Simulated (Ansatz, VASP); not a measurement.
**CdSe in VASP and in Ansatz**

```xyz
2
Lattice="0.0000 3.0678 3.1383 3.0678 0.0000 3.1383 3.0678 3.0678 0.0000" Properties=species:S:1:pos:R:3 pbc="T T T"
Cd    0.0000    0.0000    0.0000
Se    1.5339    1.5339    1.5692
```

Change from the starting cell: uniaxial_z strain +2.3%.

Alike in both runs: task single point; functional PBE; k mesh 8 × 8 × 8; occupations fermi-dirac, width 0.02 eV; no spin polarisation.

|  | VASP | Ansatz |
| --- | --- | --- |
| version | VASP 6.6.1 | Ansatz 0.2.0 |
| potentials or method | VASP PAW PBE potentials, release 64 (Cd, Se) | plane waves, PAW |
| plane-wave cutoff (eV) | 520 | 420 |
| valence electrons in the cell | 18 | 36 |

Ansatz gave:

* pressure (GPa): 0.3
* traceless stress, the component that is largest in VASP (GPa): -0.27

Task: What did VASP give for the same quantities?

Result: Pressure (GPa): 0.5; traceless stress, the component that is largest in VASP (GPa): -0.27.

The functional is the same, so the differences come from potentials, cutoffs and numerics. VASP's potentials hold 18 valence electrons a cell and Ansatz's 36, so a difference there can come from the potentials and not from the codes.
